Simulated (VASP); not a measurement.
Here is a VASP 6.6.1 calculation.

Contents of INCAR:

```
SYSTEM = Ti3Al
PREC = Accurate
ENCUT = 520
EDIFF = 1E-6
ISMEAR = 0
SIGMA = 0.15
LREAL = .FALSE.
LASPH = .TRUE.
NELM = 60
ALGO = Fast
ISIF = 2
LWAVE = .FALSE.
LCHARG = .FALSE.
GGA = PS
NBANDS = 28
```

KPOINTS

```
Automatic mesh
0
G
  15 15 6
  0 0 0
```

The input POSCAR:

```
Ti3Al
1.0
    2.8701969374      0.0000000000      0.0000000000
   -1.4350984687      2.4856634617      0.0000000000
    0.0000000000      0.0000000000      9.3000121166
Ti Al
3 1
Direct
    0.6666666667      0.3333333333      0.0000000000
    0.3333333333      0.6666666667      0.7621161197
    0.3333333333      0.6666666667      0.2378838803
    0.6666666667      0.3333333333      0.5000000000
```

Potentials or basis: VASP PAW PBE potentials, release 64 (Ti_sv, Al).

Launch:

```bash
$ cat potpaw_PBE.64/Ti_sv/POTCAR potpaw_PBE.64/Al/POTCAR > POTCAR
$ mpirun -np 1 vasp_std > vasp.out
```

(1) What does it give for the pressure?

(2) Predict the largest force.

Results:

(1) 0.6 GPa.

(2) 0.835 eV/Å.

Caveat: the PAW data sets were made with another functional, which shifts forces and pressure a little.
